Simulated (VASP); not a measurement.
A run of VASP 6.6.1 is set up as follows.

The input INCAR:

```
  PREC = Accurate
  ENCUT = 520
  EDIFF = 1E-6
  ISMEAR = 0
  SIGMA = 0.1
  LREAL = F
  LASPH = T
  NELM = 150
  ALGO = Normal
  ISIF = 2
  LWAVE = F
  LCHARG = T
  ISPIN = 2
  MAGMOM = 4.5 2.5
  LORBIT = 11
  LMAXMIX = 4
  GGA = PE
  LELF = T
  LVHAR = T
  NBANDS = 18
```

Contents of KPOINTS:

```
regular mesh
0
Gamma
  18 18 18
```

File POSCAR:

```
CoO
1.0
    1.5054695445      0.8691832468      2.4399269062
   -1.5054695445      0.8691832468      2.4399269062
    0.0000000000     -1.7383664936      2.4399269062
Co O
1 1
Direct
    0.0000000000      0.0000000000      0.0000000000
    0.5000000000      0.5000000000      0.5000000000
```

Potentials or basis: VASP PAW PBE potentials, release 64 (Co, O).

Launch:

```sh
$ cat potpaw_PBE.64/Co/POTCAR potpaw_PBE.64/O/POTCAR > POTCAR
$ mpirun -np 1 vasp_std > vasp.out
```

Q: What does it give for the site moments?

A: Co +2.54; O +0.29 μB.

Q: Estimate the pressure.

A: -0.5 GPa.

Q: Predict the net moment.

A: 2.89 μB per cell.

Stress tensor (GPa, compression positive):
```
-0.34  0.00  0.00
 0.00 -0.34  0.00
 0.00  0.00 -0.85
```

Caveat: a cell with one magnetic atom can't hold antiferromagnetic order, which such compounds often take.
